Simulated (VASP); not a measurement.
A run of VASP 6.6.1 is set up as follows.

File INCAR:

```
ALGO     = Normal         # electronic algorithm
EDIFF    = 1E-6           # SCF threshold, eV
ENCUT    = 500            # plane-wave cutoff, eV
GGA      = PE             # functional
GGA_COMPAT= False        
ISIF     = 2              # what is computed and relaxed
ISMEAR   = -1             # smearing method
LASPH    = True           # aspherical terms in the spheres
LCHARG   = False          # write CHGCAR
LREAL    = False          # projectors in reciprocal space
LWAVE    = False          # write WAVECAR
NBANDS   = 13             # bands
NELM     = 120            # most SCF steps
PREC     = Accurate       # precision mode
SIGMA    = 0.0125         # smearing width, eV
```

The input KPOINTS:

```
k-points
0
Gamma
  8 8 8
```

Contents of POSCAR:

```
Mo
1.0
   -1.5695980000      1.5695980000      1.5695980000
    1.5695980000     -1.5695980000      1.5695980000
    1.5695980000      1.5695980000     -1.5695980000
Mo
1
Direct
    0.0000000000      0.0000000000      0.0000000000
```

Potentials or basis: VASP PAW PBE potentials, release 64 (Mo_sv).

Command:

```bash
$ cat potpaw_PBE.64/Mo_sv/POTCAR > POTCAR
$ mpirun -np 1 vasp_std > vasp.out
```

Estimate the pressure.

6.9 GPa.

What does it give for the band gap on the k mesh?

Zero (band 7 reaches 16.80 eV, above the bottom of band 8 at 11.37 eV).
